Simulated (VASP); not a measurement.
Set up this calculation in VASP 6.6.1, as the native input.

```
Task                   : single point
Functional             : PBE
Potentials or basis    : VASP PAW PBE potentials, release 64 (B, P)
Cutoff                 : 500 eV
k mesh                 : 16 × 16 × 16
Occupations            : fermi-dirac, width 0.05 eV
Spin                   : no spin polarisation
Dipole correction      : no
Further INCAR settings : ALGO = Normal; EDIFF = 1e-06; NBANDS = 11
```

The structure of BP (rocksalt type) lies in POSCAR:

```
BP
1.0
    0.0000000000      2.1597423707      2.1597423707
    2.1597423707      0.0000000000      2.1597423707
    2.1597423707      2.1597423707      0.0000000000
B P
1 1
Direct
    0.0000000000      0.0000000000      0.0000000000
    0.5000000000      0.5000000000      0.5000000000
```

These files were run (other wordings do the same):

INCAR

```
ALGO = Normal
EDIFF = 1E-6
ENCUT = 500
GGA = PE
GGA_COMPAT = F
ISIF = 2
ISMEAR = -1
LASPH = T
LCHARG = T
LELF = T
LREAL = F
LVHAR = T
LWAVE = F
NBANDS = 11
NELM = 120
PREC = Accurate
SIGMA = 0.05
```

KPOINTS

```
k-points
0
Gamma
  16 16 16
```

Potentials or basis: VASP PAW PBE potentials, release 64 (B, P).

The run is started by

```console
$ cat potpaw_PBE.64/B/POTCAR potpaw_PBE.64/P/POTCAR > POTCAR
$ mpirun -np 1 vasp_std > vasp.out
```

Results of the run:

The pressure is -0.2 GPa. The band gap on the k mesh is zero (bands 4 and 5 overlap by 4.14 eV).

It took 26 s on 1 thread of Intel Xeon 8259CL (shared host), peak memory 0.15 GiB.
